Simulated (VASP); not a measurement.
Crystal: Te.

```
Te
1.0
     9.21402    0.00000    0.00000
     0.00000    3.15220    0.00000
     0.00000    0.00000    4.45664
Te
4
Cartesian
  6.9105 1.5761 2.3202
  2.3035 1.5761 2.1364
  0.0000 1.5761 0.0000
  4.6070 1.5761 0.0000
```

Base run:

| Item | Value |
| --- | --- |
| Program | VASP 6.6.1 |
| Functional | PBEsol |
| Potentials or basis | VASP PAW PBE potentials, release 64 (Te) |
| Cutoff | 520 eV |
| k mesh | 3 × 7 × 5 |
| Occupations | fermi-dirac, width 0.15 eV |
| Spin | no spin polarisation |

Its results: band gap on the k mesh zero (band 12 reaches 8.53 eV, above the bottom of band 13 at 4.99 eV); pressure -1.5 GPa; largest force 0.034 eV/Å.

The run is repeated on the same cell with these changes: functional from PBEsol to BLYP; further incar settings from ALGO = Normal; EDIFF = 1e-07; NBANDS = 20 to ALGO = Normal; EDIFF = 1e-06; NBANDS = 20. What comes out?

Band gap on the k mesh zero (band 12 reaches 9.06 eV, above the bottom of band 13 at 5.63 eV); pressure 5.4 GPa; largest force 0.005 eV/Å.

Caveats: the PAW data sets were made with another functional, which shifts forces and pressure a little; spin-orbit coupling is left out, which moves the levels of the heavy elements.
